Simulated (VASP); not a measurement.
Here is a VASP 6.6.1 calculation.

Contents of INCAR:

```
SYSTEM = LiF
PREC = Accurate
ENCUT = 520
EDIFF = 1E-7
ISMEAR = -1
SIGMA = 0.02
LREAL = .FALSE.
LASPH = .TRUE.
NELM = 100
ALGO = Normal
ISIF = 2
LWAVE = .FALSE.
LCHARG = .FALSE.
GGA = PE
NBANDS = 12
```

The input KPOINTS:

```
Automatic mesh
0
G
  10 10 10
  0 0 0
```

POSCAR

```
LiF
1.0
    0.0000000000      1.9449999469      1.9449999469
    1.9449999469      0.0000000000      1.9449999469
    1.9449999469      1.9449999469      0.0000000000
Li F
1 1
Direct
    0.0000000000      0.0000000000      0.0000000000
    0.5000000000      0.5000000000      0.5000000000
```

Potentials or basis: VASP PAW PBE potentials, release 64 (Li_sv, F).

The run is started by

```bash
$ cat potpaw_PBE.64/Li_sv/POTCAR potpaw_PBE.64/F/POTCAR > POTCAR
$ mpirun -np 1 vasp_std > vasp.out
```

Problem. Predict the band gap on the k mesh.

Solution. 10.08 eV, direct.

Caveat: the cell differs from its parent crystal (strain -2.5%). A k mesh can miss the band edges.
